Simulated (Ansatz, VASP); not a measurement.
**WSe2 in VASP and in Ansatz**

File INCAR:

```
SYSTEM = WSe2
PREC = Accurate
ENCUT = 520
EDIFF = 1E-8
ISMEAR = -1
SIGMA = 0.08
LREAL = .False.
LASPH = .True.
NELM = 60
ALGO = Normal
ISIF = 2
LWAVE = .False.
LCHARG = .False.
GGA = PS
LEFG = .True.
NBANDS = 35
```

File KPOINTS:

```
Automatic mesh
0
Gamma
  11 11 3
  0 0 0
```

Contents of POSCAR:

```
WSe2
1.0
    3.2455335613      0.0000000000      0.0000000000
   -1.6227667806      2.8107145128      0.0000000000
    0.0000000000      0.0000000000     12.7947082416
W Se
2 4
Direct
    0.3333333333      0.6666666667      0.2500000000
    0.6666666667      0.3333333333      0.7500000000
    0.3333333333      0.6666666667      0.6210000000
    0.6666666667      0.3333333333      0.1210000000
    0.3333333333      0.6666666667      0.8790000000
    0.6666666667      0.3333333333      0.3790000000
```

Input for Ansatz:

```yaml
crystal:
  lattice:
    - [3.2455335613, 0.0, 0.0]
    - [-1.6227667806, 2.8107145128, 0.0]
    - [0.0, 0.0, 12.7947082416]
  atoms:
    - { symbol: W, position: [0.3333333333, 0.6666666667, 0.25] }
    - { symbol: W, position: [0.6666666667, 0.3333333333, 0.75] }
    - { symbol: Se, position: [0.3333333333, 0.6666666667, 0.621] }
    - { symbol: Se, position: [0.6666666667, 0.3333333333, 0.121] }
    - { symbol: Se, position: [0.3333333333, 0.6666666667, 0.879] }
    - { symbol: Se, position: [0.6666666667, 0.3333333333, 0.379] }
kpoints:
  mp_grid: { grid: [11, 11, 3] }
scf:
  occupations: { method: fermi_dirac, width: 0.08 }
hamiltonian:
  xc: pbesol
  pseudopotentials: { kind: paw }
output:
  forces: true
  stress: true
  eigenvalues: true
  efg: { contact_densities: true }
```

Change from the starting cell: volume scaled by 0.96, PAW files.

Alike in both runs: task electric field gradients; functional PBEsol; k mesh 11 × 11 × 3; occupations fermi-dirac, width 0.08 eV; no spin polarisation.

```csv
,VASP,Ansatz
version,VASP 6.6.1,Ansatz 0.2.0
potentials or method,"VASP PAW PBE potentials, release 64 (W_sv, Se)","PAW with Ansatz's default frozen-core files, scalar-relativistic"
plane-wave cutoff (eV),520,420
valence electrons in the cell,52,92
```

Ansatz gave:

```
pressure (GPa)                                                : 4.9
traceless stress, the component that is largest in VASP (GPa) : 1.47
rms of the force components (eV/Å)                            : 0.272
size of Vzz on the site where it differs most (V/Å²)          : 176.7
```

Question: Estimate VASP's values.

Answer: Pressure (GPa): 5.4; traceless stress, the component that is largest in VASP (GPa): 1.58; rms of the force components (eV/Å): 0.305; size of Vzz on the site where it differs most (V/Å²): 160.4.

VASP's potentials were made for PBE, not for PBEsol. Atom by atom the forces differ by 0.032 eV/Å (rms over components). With one functional, cell and mesh, what is left measures potentials, basis and numerics. VASP's potentials hold 52 valence electrons a cell and Ansatz's 92, so a difference there can come from the potentials and not from the codes.

Spin-orbit coupling is off throughout.
